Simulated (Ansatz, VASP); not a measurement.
## CsI in VASP and in Ansatz

The input POSCAR:

```
CsI
1.0
    4.5140695719      0.0000000000      0.0000000000
    0.0000000000      4.5140695719      0.0000000000
    0.0000000000      0.0000000000      4.5140695719
Cs I
1 1
Direct
    0.0000000000      0.0000000000      0.0000000000
    0.5000000000      0.5000000000      0.5000000000
```

INCAR.step1

```
PREC = Accurate
ENCUT = 550
ISMEAR = 0
SIGMA = 0.01
LREAL = False
LASPH = True
NELM = 120
NBANDS = 15
GGA = PE
ALGO = Normal
EDIFF = 1E-5
LWAVE = True
LCHARG = False
GGA_COMPAT = False
```

INCAR.step2

```
PREC = Accurate
ENCUT = 550
EDIFF = 1E-6
ISMEAR = 0
SIGMA = 0.01
LREAL = False
LASPH = True
NELM = 120
ALGO = Normal
ISIF = 2
LWAVE = False
LCHARG = False
METAGGA = R2SCAN
LMIXTAU = True
NBANDS = 15
ISTART = 1
GGA_COMPAT = False
```

The input KPOINTS:

```
Automatic mesh
0
Gamma
  4 4 4
```

Input for Ansatz:

```yaml
crystal:
  lattice:
    - [4.5140695719, 0.0, 0.0]
    - [0.0, 4.5140695719, 0.0]
    - [0.0, 0.0, 4.5140695719]
  atoms:
    - { symbol: Cs, position: [0.0, 0.0, 0.0] }
    - { symbol: I, position: [0.5, 0.5, 0.5] }
kpoints:
  mp_grid: { grid: [4, 4, 4] }
hamiltonian:
  xc: r2scan
scf:
  occupations: { method: fixed }
  n_extra_bands: 4
output:
  forces: true
  stress: true
  eigenvalues: true
```

Alike in both runs: task single point; functional r2SCAN; k mesh 4 × 4 × 4; no spin polarisation.

|  | VASP | Ansatz |
| --- | --- | --- |
| version | VASP 6.6.1 | Ansatz 0.2.0 |
| potentials or method | VASP PAW PBE potentials, release 64 (Cs_sv, I) | plane waves, PAW |
| plane-wave cutoff (eV) | 550 | 500 |
| occupations | gaussian, width 0.01 eV | fixed |
| valence electrons in the cell | 16 | 26 |

VASP gave:

```
gap on the k mesh at the Fermi level (eV) : 4.55
pressure (GPa)                            : 1.0
```

Q: Estimate Ansatz's values.

A: gap on the k mesh at the Fermi level (eV): 4.57; pressure (GPa): 0.9.

VASP's potentials were made for PBE, not for r2SCAN. VASP's potentials hold 16 valence electrons a cell and Ansatz's 26, so a difference there can come from the potentials and not from the codes.

Neither program's run includes spin-orbit coupling.
